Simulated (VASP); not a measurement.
# CdSe (pbe) (I-4m2) in VASP: further runs

CdSe (pbe) is run at these levels: PBE; tasks: single point, relaxation of the atoms.

All numbers are computed with VASP 6.6.1; they aren't measurements. Logs are shortened: lines on timing, memory, paths and dates and some standing lists are left out, and cuts for length are marked.

**1. The cell of the first run**

Symmetry: I-4m2, No. 119, tetragonal system. Conventional cell: a = 4.250 Å, b = 4.250 Å, c = 6.370 Å, α = 90.00°, β = 90.00°, γ = 90.00°. Cd (site symmetry -4m2) has 4 Se at 2.66 Å within 3.5 Å. Se (site symmetry -4m2) has 4 Cd at 2.66 Å within 3.5 Å.

**2. Single point, PBE (strained cell)**

Contents of INCAR:

```
SYSTEM = CdSe
PREC     = Accurate       ! precision mode
ENCUT    = 500            ! plane-wave cutoff, eV
EDIFF    = 1E-6           ! SCF threshold, eV
ISMEAR   = 0              ! smearing method
SIGMA    = 0.02           ! smearing width, eV
LREAL    = .FALSE.        ! projectors in reciprocal space
LASPH    = .TRUE.         ! aspherical terms in the spheres
NELM     = 120            ! most SCF steps
ALGO     = Normal         ! electronic algorithm
ISIF     = 2              ! what is computed and relaxed
LWAVE    = .FALSE.        ! write WAVECAR
LCHARG   = .FALSE.        ! write CHGCAR
GGA      = PE             ! functional
NBANDS   = 16             ! bands
GGA_COMPAT= .FALSE.
```

Contents of KPOINTS:

```
regular mesh
0
G
  8 8 8
  0 0 0
```

Contents of POSCAR:

```
CdSe
1.0
    0.0000000000      3.0054357831      3.1852047287
    3.0054357831      0.0000000000      3.1852047287
    3.0054357831      3.0054357831      0.0000000000
Cd Se
1 1
Direct
    0.0000000000      0.0000000000      0.0000000000
    0.2500000000      0.2500000000      0.2500000000
```

Potentials or basis: VASP PAW PBE potentials, release 64 (Cd, Se).

Run with:

```
$ cat potpaw_PBE.64/Cd/POTCAR potpaw_PBE.64/Se/POTCAR > POTCAR
$ mpirun -np 1 vasp_std > vasp.out
```

OUTCAR:

```text
SYSTEM = CdSe
   PREC = Accurate
   ENCUT = 500
   EDIFF = 1E-6
   ISMEAR = 0
   LREAL = .FALSE.
   LASPH = .TRUE.
   NELM = 120
   ISIF = 2
   GGA = PE

 ion  position               nearest neighbor table
   1  0.000  0.000  0.000-   2 2.66   2 2.66   2 2.66   2 2.66
   2  0.250  0.250  0.250-   1 2.66   1 2.66   1 2.66   1 2.66

  LATTYP: Found a body centered tetragonal cell.
 ALAT       =     4.2503280453
 C/A-ratio  =     1.4988041839

  Lattice vectors:

 A1 = (  -3.0054357831,   0.0000000000,   3.1852047287)
 A2 = (   3.0054357831,   0.0000000000,   3.1852047287)
 A3 = (   0.0000000000,   3.0054357831,  -3.1852047287)

Analysis of symmetry for initial positions (statically):
=====================================================================
 Subroutine PRICEL returns:
 Original cell was already a primitive cell.

 Routine SETGRP: Setting up the symmetry group for a
 body centered tetragonal supercell.

 Subroutine GETGRP returns: Found  8 space group operations
 (whereof  8 operations were pure point group operations)
 out of a pool of 16 trial point group operations.

The static configuration has the point symmetry D_2d.

Analysis of symmetry for dynamics (positions and initial velocities):
=====================================================================
 Subroutine PRICEL returns:
 Original cell was already a primitive cell.

 Routine SETGRP: Setting up the symmetry group for a
 body centered tetragonal supercell.

 Subroutine GETGRP returns: Found  8 space group operations
 (whereof  8 operations were pure point group operations)
 out of a pool of 16 trial point group operations.

The dynamic configuration has the point symmetry D_2d.

 Subroutine INISYM returns: Found  8 space group operations
 (whereof  8 operations are pure point group operations),
 and found     1 'primitive' translations

----------------------------------------------------------------------------------------

                                     Primitive cell

  volume of cell :      57.5416

  direct lattice vectors                    reciprocal lattice vectors
     0.000000000  3.005435783  3.185204729    -0.166365225  0.166365225  0.156975781
     3.005435783  0.000000000  3.185204729     0.166365225 -0.166365225  0.156975781
     3.005435783  3.005435783  0.000000000     0.166365225  0.166365225 -0.156975781

  length of vectors
     4.379289144  4.379289144  4.250328045     0.282835945  0.282835945  0.282835945

  position of ions in fractional coordinates (direct lattice)
     0.000000000  0.000000000  0.000000000
     0.250000000  0.250000000  0.250000000

  ion indices of the primitive-cell ions
   primitive index   ion index
                 1           1
                 2           2

----------------------------------------------------------------------------------------

 KPOINTS: regular mesh

Automatic generation of k-mesh.
 Grid dimensions read from file:
 generate k-points for:    8    8    8

 Generating k-lattice:

  Cartesian coordinates                     Fractional coordinates (reciprocal lattice)
    -0.020795653  0.020795653  0.019621973     0.125000000  0.000000000  0.000000000
     0.020795653 -0.020795653  0.019621973     0.000000000  0.125000000  0.000000000
     0.020795653  0.020795653 -0.019621973    -0.000000000 -0.000000000  0.125000000

  Length of vectors
     0.035354493  0.035354493  0.035354493

  Shift w.r.t. Gamma in fractional coordinates (k-lattice)
     0.000000000  0.000000000  0.000000000

 Subroutine IBZKPT returns following result:
 ===========================================

 Found     59 irreducible k-points:

 Following reciprocal coordinates:
            Coordinates               Weight
  0.000000  0.000000  0.000000      1.000000
  0.125000  0.000000  0.000000      8.000000
  0.250000  0.000000  0.000000      8.000000
  0.375000  0.000000  0.000000      8.000000
  0.500000  0.000000  0.000000      4.000000
  0.125000  0.125000  0.000000      2.000000
[... 16 lines left out ...]
  0.250000  0.000000  0.125000     16.000000
[... 50 lines left out ...]
     16      12.2381      0.00000

 k-point     8 :       0.3750    0.1250    0.0000
  band No.  band energies     occupation
      1     -11.4119      2.00000
      2      -7.0204      2.00000
      3      -6.9836      2.00000
      4      -6.7726      2.00000
      5      -6.7281      2.00000
      6      -6.6953      2.00000
[... 8 lines left out ...]
     15      11.7669      0.00000
     16      12.2460      0.00000

 k-point     9 :       0.5000    0.1250    0.0000
  band No.  band energies     occupation
      1     -11.3318      2.00000
      2      -7.0091      2.00000
      3      -6.9720      2.00000
      4      -6.7401      2.00000
      5      -6.7316      2.00000
      6      -6.4711      2.00000
[... 8 lines left out ...]
     15      12.1098      0.00000
     16      12.7865      0.00000
[... 172 lines left out ...]
 k-point    19 :       0.5000    0.3750    0.0000
  band No.  band energies     occupation
      1     -11.2681      2.00000
      2      -6.9167      2.00000
      3      -6.8694      2.00000
      4      -6.8391      2.00000
      5      -6.7072      2.00000
      6      -6.4668      2.00000
[... 8 lines left out ...]
     15      13.3871      0.00000
     16      13.8675      0.00000

 k-point    20 :      -0.3750    0.3750    0.0000
  band No.  band energies     occupation
      1     -11.2553      2.00000
      2      -6.9471      2.00000
      3      -6.8858      2.00000
      4      -6.7968      2.00000
      5      -6.7261      2.00000
      6      -6.3597      2.00000
[... 8 lines left out ...]
     15      12.3876      0.00000
     16      14.4245      0.00000

 k-point    21 :       0.5000    0.5000    0.0000
  band No.  band energies     occupation
      1     -11.2539      2.00000
      2      -6.8957      2.00000
      3      -6.8502      2.00000
      4      -6.8502      2.00000
      5      -6.6983      2.00000
      6      -6.4681      2.00000
[... 8 lines left out ...]
     15      13.3173      0.00000
     16      14.1405      0.00000

 k-point    22 :       0.1250    0.0000    0.1250
  band No.  band energies     occupation
      1     -11.6289      2.00000
      2      -7.0814      2.00000
      3      -7.0542      2.00000
      4      -7.0459      2.00000
      5      -6.7541      2.00000
      6      -6.7416      2.00000
[... 8 lines left out ...]
     15      11.4530      0.00000
     16      11.8808      0.00000

 k-point    23 :       0.2500    0.0000    0.1250
  band No.  band energies     occupation
      1     -11.5274      2.00000
      2      -7.0477      2.00000
      3      -7.0223      2.00000
      4      -6.9425      2.00000
      5      -6.7540      2.00000
      6      -6.7305      2.00000
[... 8 lines left out ...]
     15      11.4405      0.00000
     16      12.3400      0.00000

 k-point    24 :       0.3750   -0.0000    0.1250
  band No.  band energies     occupation
      1     -11.4019      2.00000
      2      -7.0182      2.00000
      3      -6.9907      2.00000
      4      -6.8009      2.00000
      5      -6.7270      2.00000
      6      -6.6512      2.00000
[... 8 lines left out ...]
     15      11.7558      0.00000
     16      12.4092      0.00000

 [... further k-points ...]
[... 5 lines left out ...]
  --------------------------------------------------------------------------------------
  -------------------------------------------------------------------------------------
  Total        0.7736200      0.7736200      0.3977634      0.0000000     -0.0000000      0.0000000
  in kB       21.5405113     21.5405113     11.0752396      0.0000000     -0.0000000      0.0000000
  external PRESSURE =      18.0520874 kB  Pullay stress =       0.0000000 kB

 VOLUME and BASIS-vectors are now :
 -----------------------------------------------------------------------------
  energy-cutoff  :      500.00
  volume of cell :       57.54
      direct lattice vectors                 reciprocal lattice vectors
     0.000000000  3.005435783  3.185204729    -0.166365225  0.166365225  0.156975781
     3.005435783  0.000000000  3.185204729     0.166365225 -0.166365225  0.156975781
     3.005435783  3.005435783  0.000000000     0.166365225  0.166365225 -0.156975781

 POSITION                                       TOTAL-FORCE (eV/Angst)
 -----------------------------------------------------------------------------------
      0.00000      0.00000      0.00000        -0.000000     -0.000000     -0.000000
      1.50272      1.50272      1.59260         0.000000      0.000000      0.000000
 -----------------------------------------------------------------------------------
    total drift:                                0.000000      0.000000      0.000000

  FREE ENERGIE OF THE ION-ELECTRON SYSTEM (eV)
  ---------------------------------------------------
  free  energy   TOTEN  =        -5.4798038627 eV

  energy  without entropy=       -5.4798038627  energy(sigma->0) =       -5.47980386
```

Run time: 50 s. Hardware: 1 thread of Intel Xeon 8259CL, shared host; peak memory 0.21 GiB.

Results:

```yaml
Free_energy: -5.4798 eV
Pressure: 1.8 GPa
Band_gap_on_the_k_mesh: 0.49 eV, direct
```

Stress tensor (GPa, compression positive):
```
2.15 0.00 0.00
0.00 2.15 0.00
0.00 0.00 1.11
```

Levels at points of the mesh, in eV from the valence-band top:
| k point | band 7 | band 8 | band 9 | band 10 | band 11 | band 12 |
| --- | --- | --- | --- | --- | --- | --- |
| (0.00, 0.00, 0.00) | -0.20 | 0.00 | 0.00 | 0.49 | 5.89 | 5.89 |
| (0.50, 0.00, 0.00) | -4.31 | -0.91 | -0.65 | 2.27 | 6.21 | 6.58 |
| (0.50, 0.50, 0.00) | -4.24 | -1.67 | -1.67 | 3.25 | 3.99 | 8.60 |
| (0.50, 0.00, 0.50) | -3.93 | -1.95 | -1.86 | 3.06 | 3.52 | 9.10 |

Caveat: the cell differs from its parent crystal (strained cell).

**3. Single point, PBE (strained cell)**

Contents of INCAR:

```
SYSTEM = CdSe
PREC = Accurate
ENCUT = 500
EDIFF = 1E-6
ISMEAR = 0
SIGMA = 0.02
LREAL = .False.
LASPH = .True.
NELM = 120
ALGO = Normal
ISIF = 2
LWAVE = .False.
LCHARG = .False.
GGA = PE
NBANDS = 16
GGA_COMPAT = .False.
```

Contents of KPOINTS:

```
regular mesh
0
Gamma
  8 8 8
  0 0 0
```

Contents of POSCAR:

```
CdSe
1.0
    0.0000000000      3.0054357831      3.2215505205
    3.0054357831      0.0000000000      3.2215505205
    3.0054357831      3.0054357831      0.0000000000
Cd Se
1 1
Direct
    0.0000000000      0.0000000000      0.0000000000
    0.2500000000      0.2500000000      0.2500000000
```

Potentials or basis: VASP PAW PBE potentials, release 64 (Cd, Se).

Run with:

```
$ cat potpaw_PBE.64/Cd/POTCAR potpaw_PBE.64/Se/POTCAR > POTCAR
$ mpirun -np 1 vasp_std > vasp.out
```

It took 50 s on 1 thread of Intel Xeon 8259CL, shared host; peak memory 0.21 GiB.

The run converged. Its results:

```
Free energy            : -5.4827 eV
Pressure               : 1.2 GPa
Band gap on the k mesh : 0.45 eV, direct
```

Stress tensor (GPa, compression positive):
```
1.62 0.00 0.00
0.00 1.62 0.00
0.00 0.00 0.30
```

Levels at points of the mesh, in eV from the valence-band top:
| k point | band 5 | band 6 | band 7 | band 8 | band 9 | band 10 | band 11 | band 12 | band 13 | band 14 |
| --- | --- | --- | --- | --- | --- | --- | --- | --- | --- | --- |
| (0.00, 0.00, 0.00) | -7.57 | -7.56 | -0.24 | 0.00 | 0.00 | 0.45 | 5.88 | 5.88 | 5.90 | 9.53 |
| (0.50, 0.00, 0.00) | -7.53 | -7.30 | -4.25 | -0.93 | -0.62 | 2.24 | 6.18 | 6.61 | 7.26 | 9.84 |
| (0.50, 0.50, 0.00) | -7.52 | -7.30 | -4.24 | -1.62 | -1.62 | 3.28 | 4.02 | 8.47 | 9.99 | 9.99 |
| (0.50, 0.00, 0.50) | -7.51 | -7.20 | -3.86 | -1.94 | -1.84 | 3.06 | 3.47 | 9.05 | 9.47 | 10.17 |

Caveat: the cell differs from its parent crystal (strained cell).

**4. Single point, PBE (strained cell)**

Contents of INCAR:

```
PREC = Accurate
ENCUT = 500
EDIFF = 1E-6
ISMEAR = 0
SIGMA = 0.02
LREAL = False
LASPH = True
NELM = 120
ALGO = Normal
ISIF = 2
LWAVE = False
LCHARG = False
GGA = PE
NBANDS = 16
GGA_COMPAT = False
```

Contents of KPOINTS:

```
regular mesh
0
Gamma
  8 8 8
```

Contents of POSCAR:

```
CdSe
1.0
    0.0000000000      3.0054357831      3.2225329337
    3.0054357831      0.0000000000      3.2225329337
    3.0054357831      3.0054357831      0.0000000000
Cd Se
1 1
Direct
    0.0000000000      0.0000000000      0.0000000000
    0.2500000000      0.2500000000      0.2500000000
```

Run with:

```
$ cat potpaw_PBE.64/Cd/POTCAR potpaw_PBE.64/Se/POTCAR > POTCAR
$ mpirun -np 1 vasp_std > vasp.out
```

It took 51 s on 1 thread of Intel Xeon 8259CL, shared host; peak memory 0.2 GiB.

It converged, with:

```yaml
Free_energy: -5.4827 eV
Pressure: 1.2 GPa
Band_gap_on_the_k_mesh: 0.44 eV, direct
```

Stress tensor (GPa, compression positive):
```
1.61 0.00 0.00
0.00 1.61 0.00
0.00 0.00 0.28
```

Levels at points of the mesh, in eV from the valence-band top:
```csv
k point,band 5,band 6,band 7,band 8,band 9,band 10,band 11,band 12,band 13,band 14
"(0.00, 0.00, 0.00)",-7.57,-7.56,-0.24,0.00,0.00,0.44,5.88,5.88,5.90,9.53
"(0.50, 0.00, 0.00)",-7.53,-7.30,-4.25,-0.93,-0.62,2.23,6.18,6.61,7.26,9.84
"(0.50, 0.50, 0.00)",-7.52,-7.30,-4.24,-1.61,-1.61,3.29,4.02,8.47,9.99,9.99
"(0.50, 0.00, 0.50)",-7.51,-7.20,-3.86,-1.94,-1.84,3.06,3.46,9.05,9.46,10.17
```

Caveat: the cell differs from its parent crystal (strained cell).

**5. Single point, PBE**

This run uses another cell than the first one, of 29.11 Å³/atom, 1.012 times its volume.

Contents of INCAR:

```
SYSTEM = CdSe
PREC     = Accurate       ! precision mode
ENCUT    = 500            ! plane-wave cutoff, eV
EDIFF    = 1E-6           ! SCF threshold, eV
ISMEAR   = 0              ! smearing method
SIGMA    = 0.01           ! smearing width, eV
LREAL    = .FALSE.        ! projectors in reciprocal space
LASPH    = .TRUE.         ! aspherical terms in the spheres
NELM     = 120            ! most SCF steps
ALGO     = Normal         ! electronic algorithm
ISIF     = 2              ! what is computed and relaxed
LWAVE    = .FALSE.        ! write WAVECAR
LCHARG   = .FALSE.        ! write CHGCAR
GGA      = PE             ! functional
NBANDS   = 16             ! bands
GGA_COMPAT= .FALSE.
```

Contents of KPOINTS:

```
Automatic mesh
0
G
  8 8 8
  0 0 0
```

POSCAR is that of step 4.

Run with:

```
$ cat potpaw_PBE.64/Cd/POTCAR potpaw_PBE.64/Se/POTCAR > POTCAR
$ mpirun -np 1 vasp_std > vasp.out
```

It took 44 s on 1 thread of Intel Xeon 8259CL, shared host; peak memory 0.21 GiB.

Results (log left out):

```
Free energy            : -5.4827 eV
Pressure               : 1.2 GPa
Band gap on the k mesh : 0.44 eV, direct
```

Stress tensor (GPa, compression positive):
```
1.61 0.00 0.00
0.00 1.61 0.00
0.00 0.00 0.28
```

Levels at points of the mesh, in eV from the valence-band top:
```tsv
k point	band 6	band 7	band 8	band 9	band 10	band 11	band 12	band 13
(0.00, 0.00, 0.00)	-7.56	-0.24	0.00	0.00	0.44	5.88	5.88	5.90
(0.50, 0.00, 0.00)	-7.30	-4.25	-0.93	-0.62	2.23	6.18	6.61	7.26
(0.50, 0.50, 0.00)	-7.30	-4.24	-1.61	-1.61	3.29	4.02	8.47	9.99
(0.50, 0.00, 0.50)	-7.20	-3.86	-1.94	-1.84	3.06	3.46	9.05	9.46
```

A hybrid or GW would open this gap; PBE tends to underestimate it.

**6. Relaxation of the atoms, PBE (strained cell)**

Contents of INCAR:

```
SYSTEM = CdSe
PREC = Accurate ; ENCUT = 450
EDIFF = 1E-7 ; ISMEAR = 0
SIGMA = 0.02 ; LREAL = .False.
LASPH = .True. ; NELM = 120
ALGO = Normal ; ISIF = 2
LWAVE = .False. ; LCHARG = .False.
GGA = PE ; IBRION = 2
NSW = 60 ; EDIFFG = -0.002
GGA_COMPAT = .False. ; NELMIN = 4
```

Contents of KPOINTS:

```
regular mesh
0
Gamma
  8 8 8
  0 0 0
```

Contents of POSCAR:

```
CdSe
1.0
    0.0000000000      3.0054357831      3.1852047287
    3.0054357831      0.0000000000      3.1852047287
    3.0054357831      3.0054357831      0.0000000000
Cd Se
1 1
Direct
    0.0000000000      0.0000000000      0.0000000000
    0.2500000000      0.2500000000      0.2500000000
```

Potentials or basis: VASP PAW PBE potentials, release 64 (Cd, Se).

Run with:

```
$ cat potpaw_PBE.64/Cd/POTCAR potpaw_PBE.64/Se/POTCAR > POTCAR
$ mpirun -np 1 vasp_std > vasp.out
```

Wall time 56 s (1 thread of Intel Xeon 8259CL, shared host); peak memory 0.19 GiB.

The run converged. Its results:

```
Free energy             : -5.4791 eV
Pressure after relaxing : 1.7 GPa
Band gap on the k mesh  : 0.49 eV, direct
```

Stress tensor (GPa, compression positive):
```
2.02 0.00 0.00
0.00 2.02 0.00
0.00 0.00 0.98
```

Final structure:
```
CELL_PARAMETERS angstrom
0.00000 3.00544 3.18520
3.00544 0.00000 3.18520
3.00544 3.00544 0.00000
ATOMIC_POSITIONS crystal
Cd 0.00000 0.00000 0.00000
Se 0.25000 0.25000 0.25000
```

Levels at points of the mesh, in eV from the valence-band top:
```tsv
k point	band 6	band 7	band 8	band 9	band 10	band 11	band 12	band 13
(0.00, 0.00, 0.00)	-7.57	-0.20	0.00	0.00	0.49	5.89	5.89	5.90
(0.50, 0.00, 0.00)	-7.30	-4.31	-0.91	-0.65	2.27	6.21	6.58	7.30
(0.50, 0.50, 0.00)	-7.29	-4.24	-1.67	-1.67	3.25	3.99	8.60	10.06
(0.50, 0.00, 0.50)	-7.21	-3.93	-1.95	-1.86	3.06	3.52	9.10	9.63
```

Caveat: the cell differs from its parent crystal (strained cell); the relaxation stopped at its first step, so nothing moved.

**7. The runs side by side**

```csv
task,cell,cutoff (eV),smearing,gap on the mesh (eV),pressure (GPa)
single point,"a = 4.379, b = 4.379, c = 4.250 Å, angles 61.0, 61.0, 58.1°, 2 atoms",500,gaussian 0.02 eV,0.49,1.8
single point,"a = 4.406, b = 4.406, c = 4.250 Å, angles 61.2, 61.2, 57.7°, 2 atoms",500,gaussian 0.02 eV,0.45,1.2
single point,"a = 4.407, b = 4.407, c = 4.250 Å, angles 61.2, 61.2, 57.7°, 2 atoms",500,gaussian 0.02 eV,0.44,1.2
single point,"a = 4.407, b = 4.407, c = 4.250 Å, angles 61.2, 61.2, 57.7°, 2 atoms",500,gaussian 0.01 eV,0.44,1.2
relaxation of the atoms,"atoms relaxed from a = 4.379, b = 4.379, c = 4.250 Å, angles 61.0, 61.0, 58.1°, 2 atoms",450,gaussian 0.02 eV,0.49,1.7
```

Alike in all rows: level PBE; potentials or basis VASP PAW PBE potentials, release 64 (Cd, Se); no spin polarisation; k mesh 8 × 8 × 8.

Caveats: the relaxation stopped at its first step, so nothing moved (some runs).

Total energies depend on the potentials used, so only differences within one code and one set of settings carry meaning.
